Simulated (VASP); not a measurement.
# AlMo3C (P-4m2) in VASP: a series of runs

The runs below take AlMo3C through relaxation of cell and atoms, single point, with PBE.

All numbers are computed with VASP 6.6.1; they aren't measurements. Logs are shortened: lines on timing, memory, paths and dates and some standing lists are left out, and cuts for length are marked.

### Step 1. The cell of the first run

It takes space group P-4m2 (No. 115, tetragonal). Conventional cell: a = 4.375 Å, b = 4.375 Å, c = 4.970 Å, α = 90.00°, β = 90.00°, γ = 90.00°. Al (site symmetry -4m2) has 6 Mo at 2.48 Å and 4 C at 3.09 Å within 3.3 Å. Within 3.3 Å of Mo (site symmetry -4m2) lie 2 Al at 2.48 Å and 4 Mo at 2.55 Å. Within 3.3 Å of Mo (site symmetry 2mm) lie 2 Al at 2.48 Å and 2 C at 2.48 Å and 2 Mo at 2.55 Å. C (site symmetry -4m2) has 4 Mo at 2.48 Å and 4 Al at 3.09 Å within 3.3 Å.

The cell was generated, and may not be a known phase.

### Step 2. Relaxation of cell and atoms, PBE

INCAR reads:

```
SYSTEM = AlMo3C
  PREC = Accurate
  ENCUT = 600
  EDIFF = 1E-6
  ISMEAR = 0
  SIGMA = 0.1
  LREAL = .FALSE.
  LASPH = .TRUE.
  NELM = 80
  ALGO = Normal
  ISIF = 3
  LWAVE = .FALSE.
  LCHARG = .FALSE.
  GGA = PE
  IBRION = 2
  NSW = 90
  EDIFFG = -0.04
```

KPOINTS reads:

```
regular mesh
0
G
  4 4 4
  0 0 0
```

POSCAR reads:

```
AlMo3C
1.0
    4.3747603900      0.0000000000      0.0000000000
    0.0000000000      4.3747603900      0.0000000000
    0.0000000000      0.0000000000      4.9696926300
Al Mo C
1 3 1
Direct
    0.0000000000      0.0000000000      0.0000000000
    0.0000000000      0.0000000000      0.5000000000
    0.0000000000      0.5000000000      0.7643185400
    0.5000000000      0.0000000000      0.2356814600
    0.5000000000      0.5000000000      0.0000000000
```

Potentials or basis: VASP PAW PBE potentials, release 64 (Al, Mo_sv, C).

Started as:

```bash
cat potpaw_PBE.64/Al/POTCAR potpaw_PBE.64/Mo_sv/POTCAR potpaw_PBE.64/C/POTCAR > POTCAR
mpirun -np 1 vasp_std > vasp.out
```

OUTCAR:

```text
SYSTEM = AlMo3C
   PREC = Accurate
   ENCUT = 600
   EDIFF = 1E-6
   ISMEAR = 0
   LREAL = .FALSE.
   LASPH = .TRUE.
   NELM = 80
   ISIF = 3
   GGA = PE
   IBRION = 2
   NSW = 90
   EDIFFG = -0.04

 ion  position               nearest neighbor table
   1  0.000  0.000  0.000-   3 2.48   4 2.48   3 2.48   4 2.48   2 2.48   2 2.48
   2  0.000  0.000  0.500-   1 2.48   1 2.48   4 2.55   3 2.55   3 2.55   4 2.55
   3  0.000  0.500  0.764-   1 2.48   5 2.48   1 2.48   5 2.48   2 2.55   2 2.55
   4  0.500  0.000  0.236-   1 2.48   5 2.48   5 2.48   1 2.48   2 2.55   2 2.55
   5  0.500  0.500  0.000-   3 2.48   4 2.48   4 2.48   3 2.48

  LATTYP: Found a simple tetragonal cell.
 ALAT       =     4.3747603900
 C/A-ratio  =     1.1359919600

  Lattice vectors:

 A1 = (   4.3747603900,   0.0000000000,   0.0000000000)
 A2 = (   0.0000000000,   4.3747603900,   0.0000000000)
 A3 = (   0.0000000000,   0.0000000000,   4.9696926300)

Analysis of symmetry for initial positions (statically):
=====================================================================
 Subroutine PRICEL returns:
 Original cell was already a primitive cell.

 Routine SETGRP: Setting up the symmetry group for a
 simple tetragonal supercell.

 Subroutine GETGRP returns: Found  8 space group operations
 (whereof  8 operations were pure point group operations)
 out of a pool of 16 trial point group operations.

The static configuration has the point symmetry D_2d.

Analysis of symmetry for dynamics (positions and initial velocities):
=====================================================================
 Subroutine PRICEL returns:
 Original cell was already a primitive cell.

 Routine SETGRP: Setting up the symmetry group for a
 simple tetragonal supercell.

 Subroutine GETGRP returns: Found  8 space group operations
 (whereof  8 operations were pure point group operations)
 out of a pool of 16 trial point group operations.

The dynamic configuration has the point symmetry D_2d.

 Subroutine INISYM returns: Found  8 space group operations
 (whereof  8 operations are pure point group operations),
 and found     1 'primitive' translations

----------------------------------------------------------------------------------------

                                     Primitive cell

  volume of cell :      95.1126

  direct lattice vectors                    reciprocal lattice vectors
     4.374760390  0.000000000  0.000000000     0.228583948  0.000000000  0.000000000
     0.000000000  4.374760390  0.000000000     0.000000000  0.228583948  0.000000000
     0.000000000  0.000000000  4.969692630     0.000000000  0.000000000  0.201219688

  length of vectors
     4.374760390  4.374760390  4.969692630     0.228583948  0.228583948  0.201219688

  position of ions in fractional coordinates (direct lattice)
     0.000000000  0.000000000  0.000000000
     0.000000000  0.000000000  0.500000000
     0.000000000  0.500000000  0.764318540
     0.500000000  0.000000000  0.235681460
     0.500000000  0.500000000  0.000000000

  ion indices of the primitive-cell ions
   primitive index   ion index
                 1           1
                 2           2
                 3           3
                 4           4
                 5           5

----------------------------------------------------------------------------------------

 KPOINTS: regular mesh

Automatic generation of k-mesh.
 Grid dimensions read from file:
 generate k-points for:    4    4    4

 Generating k-lattice:

  Cartesian coordinates                     Fractional coordinates (reciprocal lattice)
     0.057145987  0.000000000  0.000000000     0.250000000  0.000000000  0.000000000
     0.000000000  0.057145987  0.000000000     0.000000000  0.250000000  0.000000000
     0.000000000  0.000000000  0.050304922     0.000000000  0.000000000  0.250000000

  Length of vectors
     0.057145987  0.057145987  0.050304922

  Shift w.r.t. Gamma in fractional coordinates (k-lattice)
     0.000000000  0.000000000  0.000000000

 Subroutine IBZKPT returns following result:
 ===========================================

 Found     18 irreducible k-points:

 Following reciprocal coordinates:
            Coordinates               Weight
  0.000000  0.000000  0.000000      1.000000
  0.250000  0.000000  0.000000      4.000000
  0.500000  0.000000  0.000000      2.000000
  0.250000  0.250000  0.000000      4.000000
  0.500000  0.250000  0.000000      4.000000
  0.500000  0.500000  0.000000      1.000000
[... 10 lines left out ...]
  0.500000  0.250000  0.500000      4.000000
  0.500000  0.500000  0.500000      1.000000
   k-points           NKPTS =     18   k-points in BZ     NKDIM =     18   number of bands    NBANDS=     29
   number of dos      NEDOS =    301   number of ions     NIONS =      5
   total plane-waves  NPLWV =  51840
   dimension x,y,z NGX =    36 NGY =   36 NGZ =   40
   dimension x,y,z NGXF=    72 NGYF=   72 NGZF=   80
[... 21 lines left out ...]
   POTIM  = 0.5000    time-step for ionic-motion
   TEBEG  =    0.0;   TEEND  =   0.0 temperature during run
   PSTRESS=    0.0 pullay stress
   NELECT =      49.0000    total number of electrons
   NUPDOWN=      -1.0000    fix difference up-down
   EMIN   =  10.00;   EMAX   =-10.00  energy-range for DOS
   EFERMI =   0.00;   METHOD = LEGACY
   ISMEAR =     0;   SIGMA  =   0.10  broadening in eV -4-tet -1-fermi 0-gaus
   EFERMI_NEDOS =   21; number of points for ismear=-14 and -15
   IALGO  =     38    algorithm
   IMIX   =      4    mixing-type and parameters
     AMIX     =   0.40;   BMIX     =  1.00
     AMIX_MAG =   1.60;   BMIX_MAG =  1.00
  volume/ion in A,a.u.               =      19.02       128.37
  Fermi-wavevector in a.u.,A,eV,Ry     =   1.312384  2.480046 23.434008  1.722351
  Thomas-Fermi vector in A             =   2.442780
   LORBIT       =      0    0 simple, 1 ext, 2 COOP (PROOUT), +10 PAW based schemes
   GGA     = PE    functional components
   LHFCALC =     F    Hartree Fock is set to
   AEXX    =    0.0000 exact exchange contribution
   IVDW    =     0    specifies the selected vdW correction
   LEPSILON=     F    determine dielectric tensor
   LRPA    =     F    only Hartree local field effects (RPA)
 conjugate gradient relaxation of ions
 non-spin polarized calculation
 Gauss-broadening in eV      SIGMA  =   0.10
  energy-cutoff  :      600.00
  volume of cell :       95.11
 maximum number of plane-waves:      3212
 NGX is ok and might be reduce to    36
   NGX = 17   NGY = 17   NGZ = 19

--------------------------------------- Ionic step        1  -------------------------------------------

 number of electron      48.9999995 magnetization

 Free energy of the ion-electron system (eV)
  ---------------------------------------------------
  ext. energy  EPLUGINS =         0.00000000
  ---------------------------------------------------
  free energy    TOTEN  =       -37.00455206 eV

  energy without entropy =      -36.97001617  energy(sigma->0) =      -36.98728412

------------------------ aborting loop because EDIFF is reached ----------------------------------------

  FORCE on cell =-STRESS in cart. coord.  units (eV):
  Direction    XX          YY          ZZ          XY          YZ          ZX
  --------------------------------------------------------------------------------------
  -------------------------------------------------------------------------------------
  Total       -7.0441999     -7.0441999      3.7639585      0.0000000     -0.0000000      0.0000000
  in kB     -118.6599561   -118.6599561     63.4040996      0.0000000     -0.0000000      0.0000000
  external PRESSURE =     -57.9719375 kB  Pullay stress =       0.0000000 kB
[... 98 lines left out ...]
  FREE ENERGIE OF THE ION-ELECTRON SYSTEM (eV)
  ---------------------------------------------------
  free  energy   TOTEN  =       -37.6836503685 eV

  energy  without entropy=      -37.6618492863  energy(sigma->0) =      -37.67274983

 E-fermi :   9.9301     XC(G=0): -12.2486

 val. band max:        9.8702663784   @ k =   0.5000   0.2500   0.2500
 cond. band min:       9.9471553535   @ k =   0.2500   0.2500   0.5000
 fundamental gap:      0.0768889751
 Fermi energy:         9.9301414988

 k-point     1 :       0.0000    0.0000    0.0000
  band No.  band energies     occupation
      1     -50.9816      2.00000
      2     -50.8134      2.00000
      3     -50.6150      2.00000
      4     -25.6854      2.00000
      5     -24.9848      2.00000
      6     -24.9800      2.00000
[... 565 lines left out ...]
     28      12.8457      0.00000
     29      13.4355      0.00000

[... ionic steps 4 to 36 ...]

--------------------------------------- Ionic step       37  -------------------------------------------

 number of electron      48.9999992 magnetization

------------------------ aborting loop because EDIFF is reached ----------------------------------------

  FORCE on cell =-STRESS in cart. coord.  units (eV):
  Direction    XX          YY          ZZ          XY          YZ          ZX
  --------------------------------------------------------------------------------------
  -------------------------------------------------------------------------------------
  Total        0.1421142      0.1421142      0.2884431      0.0000000      0.0000000      0.0000000
  in kB        3.1748674      3.1748674      6.4438929      0.0000000      0.0000000      0.0000000
  external PRESSURE =       4.2645426 kB  Pullay stress =       0.0000000 kB
[... 63 lines left out ...]
  energy  without entropy=      -41.6856500149  energy(sigma->0) =      -41.69243029

--------------------------------------- Ionic step       39  -------------------------------------------

 number of electron      48.9999984 magnetization

 Free energy of the ion-electron system (eV)
  ---------------------------------------------------
  ext. energy  EPLUGINS =         0.00000000
  ---------------------------------------------------
  free energy    TOTEN  =       -41.69949728 eV

  energy without entropy =      -41.68577396  energy(sigma->0) =      -41.69263562

 E-fermi :  10.1408     XC(G=0): -12.3435

 val. band max:       10.1366199658   @ k =   0.2500   0.2500   0.5000
 cond. band min:      10.1805620802   @ k =   0.5000   0.5000   0.5000
 fundamental gap:      0.0439421144
 Fermi energy:        10.1407511634

 k-point     1 :       0.0000    0.0000    0.0000
  band No.  band energies     occupation
      1     -50.7396      2.00000
      2     -50.5773      2.00000
      3     -50.3841      2.00000
      4     -25.4534      2.00000
      5     -24.7548      2.00000
      6     -24.6862      2.00000
[... 597 lines left out ...]
  FREE ENERGIE OF THE ION-ELECTRON SYSTEM (eV)
  ---------------------------------------------------
  free  energy   TOTEN  =       -41.6994972801 eV

  energy  without entropy=      -41.6857739609  energy(sigma->0) =      -41.69263562

 reached required accuracy - stopping structural energy minimisation
```

It took 26 min on 1 thread of Intel Xeon 8259CL, shared host; peak memory 0.27 GiB.

What came out:

| Property | Result |
| --- | --- |
| Free energy | -41.6995 eV |
| Relaxed volume | 14.37 Å³/atom |
| Relaxed cell | a = 2.972 Å, b = 2.972 Å, c = 8.134 Å, α = 90.00°, β = 90.00°, γ = 90.00° |
| Space group after relaxing (to 0.1 Å) | P-4m2 (No. 115) |
| Energy gained by relaxing | 939.0 meV/atom |
| Ionic steps | 39 |
| Pressure after relaxing | 0.0 GPa |
| Largest force after relaxing | 0.006 eV/Å |
| Band gap on the k mesh | zero (an odd number of electrons rules out a gap without spin polarisation) |

Forces on the atoms (eV/Å):
```
Al   0.000  0.000  0.000
Mo   0.000  0.000  0.000
Mo   0.000  0.000 -0.006
Mo   0.000  0.000  0.006
C    0.000  0.000  0.000
```

Step by step:
```csv
step,energy change (eV),largest force (eV/Å),pressure (GPa),volume (Å³)
1,0.0000,1.0196,-5.80,95.11
2,-0.6786,0.1574,6.23,85.62
3,-0.6791,0.0894,7.07,85.15
4,-0.9136,0.9777,-1.65,90.10
5,-0.9169,0.8475,-0.71,89.51
6,-0.9958,0.5862,-1.16,89.31
7,-1.1457,0.6614,-2.18,88.49
8,-1.1537,1.0461,-2.45,88.20
9,-1.1843,1.1270,-2.39,87.81
10,-1.2905,1.5669,-2.00,86.55
11,-1.4503,2.9839,-0.04,83.79
12,-1.3804,6.9035,10.04,77.34
13,-1.4368,5.5147,5.74,79.52
14,-1.4490,5.6089,5.84,79.40
15,-1.4885,5.8922,6.18,79.05
16,-1.5725,6.4286,6.99,78.31
17,-1.6979,7.3178,9.29,76.67
18,-1.5882,8.7221,19.43,72.79
19,-1.7891,8.1035,19.66,72.27
20,-1.3030,6.1852,24.02,69.96
21,-1.8295,7.4874,20.47,71.73
22,-1.8243,7.3256,20.72,71.56
23,-2.0535,6.9220,17.50,72.20
24,-2.6194,5.8686,8.71,74.13
25,-3.2923,4.1020,-5.31,78.08
26,-3.2647,1.4648,-22.12,86.22
27,-3.4730,2.7202,-14.81,81.91
28,-3.7384,2.5193,-13.73,80.66
29,-4.3575,1.5912,-8.96,76.99
30,-4.1806,2.5385,11.18,69.94
31,-4.5649,0.6084,-3.48,74.36
32,-4.5798,0.1153,-1.14,73.45
33,-4.6418,0.0139,-1.21,73.07
34,-4.6894,0.2487,-1.30,72.39
35,-4.6898,0.2691,-1.30,72.33
36,-4.6936,0.1677,0.04,71.85
37,-4.6938,0.1369,0.43,71.72
38,-4.6947,0.0703,0.22,71.79
39,-4.6949,0.0063,0.00,71.86
```

Final structure:
```
Al Mo C
1.0
     2.97214    0.00000    0.00000
     0.00000    2.97214    0.00000
     0.00000    0.00000    8.13442
Al Mo C
1 3 1
Direct
  0.00000 0.00000 0.00000
  0.00000 0.00000 0.50000
  0.00000 0.50000 0.75247
  0.50000 0.00000 0.24753
  0.50000 0.50000 0.00000
```

Caveat: the volume moved by over 15 % at a fixed basis, so the end points are rough.

### Step 3. Single point, PBE

This run uses another cell than the first one, of 14.38 Å³/atom.

INCAR reads:

```
SYSTEM = AlMo3C
PREC = Accurate ; ENCUT = 520
EDIFF = 1E-7 ; ISMEAR = 0
SIGMA = 0.1 ; LREAL = .FALSE.
LASPH = .TRUE. ; NELM = 100
ALGO = Normal ; ISIF = 2
LWAVE = .FALSE. ; LCHARG = .FALSE.
GGA = PE ; NBANDS = 32
```

KPOINTS reads:

```
regular mesh
0
G
  12 12 6
  0 0 0
```

POSCAR reads:

```
AlMo3C
1.0
    2.9449411224      0.0000000000      0.0000000000
    0.0000000000      2.9449411224      0.0000000000
    0.0000000000      0.0000000000      8.2911330202
Al Mo C
1 3 1
Direct
    0.0000000000      0.0000000000      0.0000000000
    0.0000000000      0.0000000000      0.5000000000
    0.0000000000      0.5000000000      0.7524528499
    0.5000000000      0.0000000000      0.2475471501
    0.5000000000      0.5000000000      0.0000000000
```

Potentials or basis: VASP PAW PBE potentials, release 64 (Al, Mo_sv, C).

Started as:

```bash
cat potpaw_PBE.64/Al/POTCAR potpaw_PBE.64/Mo_sv/POTCAR potpaw_PBE.64/C/POTCAR > POTCAR
mpirun -np 1 vasp_std > vasp.out
```

Wall time 3.6 min (1 thread of Intel Xeon 8259CL, shared host); peak memory 0.34 GiB.

The run converged. Its results:

- Free energy: -41.8520 eV
- Pressure: 0.3 GPa
- Largest force: 0.020 eV/Å
- Band gap on the k mesh: zero (an odd number of electrons rules out a gap without spin polarisation)

Forces on the atoms (eV/Å):
```
Al   0.000  0.000  0.000
Mo   0.000  0.000  0.000
Mo   0.000  0.000  0.020
Mo   0.000  0.000 -0.020
C    0.000  0.000  0.000
```

Stress tensor (GPa, compression positive):
```
0.21 0.00 0.00
0.00 0.21 0.00
0.00 0.00 0.45
```

Levels at points of the mesh, in eV from the Fermi level:
| k point | band 20 | band 21 | band 22 | band 23 | band 24 | band 25 | band 26 | band 27 | band 28 | band 29 |
| --- | --- | --- | --- | --- | --- | --- | --- | --- | --- | --- |
| (0.00, 0.00, 0.00) | -1.90 | -1.90 | -1.18 | -1.18 | -1.12 | 0.47 | 1.32 | 1.72 | 2.15 | 2.15 |
| (0.50, 0.00, 0.00) | -1.70 | -1.06 | -1.04 | -0.65 | -0.60 | -0.34 | 0.45 | 1.33 | 1.71 | 2.67 |
| (0.50, 0.50, 0.00) | -3.23 | -2.03 | -0.72 | -0.72 | -0.54 | 1.68 | 1.87 | 2.00 | 2.00 | 3.61 |
| (0.00, 0.00, 0.50) | -2.22 | -2.16 | -2.16 | -0.44 | -0.44 | 0.44 | 0.96 | 0.96 | 1.16 | 1.73 |
| (0.50, 0.00, 0.50) | -1.59 | -1.39 | -1.20 | -1.01 | -0.16 | 0.23 | 0.36 | 0.67 | 2.23 | 2.93 |
| (0.50, 0.50, 0.50) | -3.26 | -2.26 | -1.65 | -1.65 | -0.10 | 0.87 | 2.57 | 2.96 | 2.96 | 3.54 |

### Step 4. Single point, PBE, collinear spin

This run uses another cell than the first one, of 14.37 Å³/atom.

INCAR reads:

```
SYSTEM = AlMo3C
ALGO = Normal
EDIFF = 1E-7
ENCUT = 520
GGA = PE
ISIF = 2
ISMEAR = 0
ISPIN = 2
LASPH = .TRUE.
LCHARG = .FALSE.
LMAXMIX = 4
LORBIT = 11
LREAL = .FALSE.
LWAVE = .FALSE.
MAGMOM = 0 1 1 1 0
NBANDS = 36
NELM = 150
PREC = Accurate
SIGMA = 0.1
```

KPOINTS reads:

```
k-points
0
G
  6 6 2
  0 0 0
```

POSCAR reads:

```
AlMo3C
1.0
    2.9381486240      0.0000000000      0.0000000000
    0.0000000000      2.9381486240      0.0000000000
    0.0000000000      0.0000000000      8.3214649657
Al Mo C
1 3 1
Direct
    0.0000000000      0.0000000000      0.0000000000
    0.0000000000      0.0000000000      0.5000000000
    0.0000000000      0.5000000000      0.7536628488
    0.5000000000      0.0000000000      0.2463371512
    0.5000000000      0.5000000000      0.0000000000
```

Started as:

```bash
cat potpaw_PBE.64/Al/POTCAR potpaw_PBE.64/Mo_sv/POTCAR potpaw_PBE.64/C/POTCAR > POTCAR
mpirun -np 1 vasp_std > vasp.out
```

It took 97 s on 1 thread of Intel Xeon 8259CL, shared host; peak memory 0.26 GiB.

Results (log left out):

* Free energy: -41.8464 eV
* Pressure: 0.3 GPa
* Largest force: 0.016 eV/Å
* Net moment: 0.00 μB per cell
* Valence electrons inside the program's atomic spheres: Al 0.88; Mo 12.52, 12.49 (each value once); C 2.35

Forces in eV/Å, atoms in the order of the input:
```
Al   0.000  0.000  0.000
Mo   0.000  0.000  0.000
Mo   0.000  0.000  0.016
Mo   0.000  0.000 -0.016
C    0.000  0.000  0.000
```

Stress tensor (GPa, compression positive):
```
0.18 0.00 0.00
0.00 0.18 0.00
0.00 0.00 0.49
```

Levels at points of the mesh, in eV from the Fermi level:
Spin up:
```tsv
k point	band 22	band 23	band 24	band 25	band 26	band 27
(0.00, 0.00, 0.00)	-1.13	-1.05	-1.05	0.44	1.28	1.82
(0.50, 0.00, 0.00)	-0.90	-0.62	-0.52	-0.26	0.53	1.37
(0.50, 0.50, 0.00)	-0.70	-0.70	-0.43	1.67	1.93	2.06
(0.00, 0.00, 0.50)	-2.06	-0.33	-0.33	0.41	1.03	1.03
(0.50, 0.00, 0.50)	-1.12	-0.86	-0.13	0.30	0.44	0.72
(0.50, 0.50, 0.50)	-1.61	-1.61	-0.06	0.98	2.67	3.02
```
Spin down:
```
           k point  band 22  band 23  band 24  band 25  band 26  band 27
(0.00, 0.00, 0.00)    -1.13    -1.05    -1.05     0.44     1.28     1.82
(0.50, 0.00, 0.00)    -0.90    -0.62    -0.52    -0.26     0.53     1.37
(0.50, 0.50, 0.00)    -0.70    -0.70    -0.43     1.67     1.93     2.06
(0.00, 0.00, 0.50)    -2.06    -0.33    -0.33     0.41     1.03     1.03
(0.50, 0.00, 0.50)    -1.12    -0.86    -0.13     0.30     0.44     0.72
(0.50, 0.50, 0.50)    -1.61    -1.61    -0.06     0.98     2.67     3.02
```

Caveat: the k points lie up to 0.38 Å⁻¹ apart.

### Step 5. Summary

| task | spin | cell | k mesh | cutoff (eV) | gap on the mesh (eV) | pressure (GPa) | largest force (eV/Å) |
| --- | --- | --- | --- | --- | --- | --- | --- |
| relaxation of cell and atoms | off | relaxed from a = 4.375, b = 4.375, c = 4.970 Å, 5 atoms, atomic positions A | 4 × 4 × 4 | 600 | none | 0.0 | 0.01 |
| single point | off | a = 2.945, b = 2.945, c = 8.291 Å, 5 atoms, atomic positions B | 12 × 12 × 6 | 520 | none | 0.3 | 0.02 |
| single point | collinear | a = 2.938, b = 2.938, c = 8.321 Å, 5 atoms, atomic positions C | 6 × 6 × 2 | 520 | none | 0.3 | 0.02 |

Alike in all rows: level PBE; potentials or basis VASP PAW PBE potentials, release 64 (Al, Mo_sv, C); smearing gaussian 0.1 eV.

Caveats: some runs use coarse meshes; the volume moved by over 15 % at a fixed basis, so the end points are rough (at least some runs).

Absolute energies hang on the potentials; compare differences alone.

The gap in the log of VASP goes by the Fermi energy; the results here count the filled bands.